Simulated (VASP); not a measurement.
A run of VASP 6.6.1 is set up as follows.

The input INCAR:

```
PREC = Accurate
ENCUT = 520
EDIFF = 1E-7
ISMEAR = 0
SIGMA = 0.05
LREAL = False
LASPH = True
NELM = 150
ALGO = Normal
ISIF = 2
LWAVE = False
LCHARG = True
LNONCOLLINEAR = True
MAGMOM = 0 0 0 0 0 0 0 0 0 0 0 0 0 0 0 0 0 0
LORBIT = 11
LSORBIT = True
GGA_COMPAT = False
LORBMOM = True
GGA = PE
IVDW = 12
LVHAR = True
NBANDS = 68
```

File KPOINTS:

```
regular mesh
0
Gamma
  6 6 10
```

POSCAR

```
SnO2
1.0
    4.8265116508      0.0000000000      0.0000000000
    0.0000000000      4.8265116508      0.0000000000
    0.0000000000      0.0000000000      3.2391527716
Sn O
2 4
Direct
    0.0000000000      0.0000000000      0.0000000000
    0.5000000000      0.5000000000      0.5000000000
    0.3065245299      0.3065245299      0.0000000000
    0.8065245299      0.1934754701      0.5000000000
    0.1934754701      0.8065245299      0.5000000000
    0.6934754701      0.6934754701      0.0000000000
```

Potentials or basis: VASP PAW PBE potentials, release 64 (Sn_d, O).

The run is started by

```console
$ cat potpaw_PBE.64/Sn_d/POTCAR potpaw_PBE.64/O/POTCAR > POTCAR
$ mpirun -np 1 vasp_ncl > vasp.out
```

(1) What does it give for the dispersion energy per atom?

(2) Predict the largest force.

(3) Estimate the pressure.

## Answers

(1) -0.211 eV.

(2) 0.012 eV/Å.

(3) -2.2 GPa.
